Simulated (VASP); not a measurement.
Set up this calculation in VASP 6.6.1, as the native input.

```yaml
Task: single point
Functional: PBE
Potentials_or_basis: VASP PAW PBE potentials, release 64 (Al, Ga_d, P)
Cutoff: 520 eV
k_mesh: 10 × 10 × 10
Occupations: gaussian, width 0.02 eV
Spin: no spin polarisation
Dipole_correction: no
Further_INCAR_settings: ALGO = Normal; EDIFF = 1e-07; NBANDS = 26
```

The structure of Al2GaP3 lies in POSCAR:

```
Al2GaP3
1.0
   -1.9475158892      1.9475158892      8.2571744073
    1.9475158892     -1.9475158892      8.2571744073
    1.9475158892      1.9475158892     -8.2571744073
Al Ga P
2 1 3
Direct
    0.6666774141      0.6666774141      0.0000000000
    0.3333225859      0.3333225859      0.0000000000
    0.0000000000      0.0000000000      0.0000000000
    0.4162950998      0.9162950998      0.5000000000
    0.0837049002      0.5837049002      0.5000000000
    0.7500000000      0.2500000000      0.5000000000
```

These files were run (other wordings do the same):

INCAR

```
SYSTEM = Al2GaP3
PREC = Accurate
ENCUT = 520
EDIFF = 1E-7
ISMEAR = 0
SIGMA = 0.02
LREAL = .FALSE.
LASPH = .TRUE.
NELM = 80
ALGO = Normal
ISIF = 2
LWAVE = .FALSE.
LCHARG = .FALSE.
GGA = PE
NBANDS = 26
```

KPOINTS

```
regular mesh
0
G
  10 10 10
  0 0 0
```

Potentials or basis: VASP PAW PBE potentials, release 64 (Al, Ga_d, P).

Run with:

```sh
$ cat potpaw_PBE.64/Al/POTCAR potpaw_PBE.64/Ga_d/POTCAR potpaw_PBE.64/P/POTCAR > POTCAR
$ mpirun -np 1 vasp_std > vasp.out
```

Results of the run:

```
Pressure               : 0.0 GPa
Largest force          : 0.005 eV/Å
Band gap on the k mesh : 1.64 eV (least direct gap 1.84 eV)
```

Wall time 18 min on 1 thread of Intel(R) Xeon(R) 6975P-C (Granite Rapids), on a shared host, peak memory 0.86 GiB.
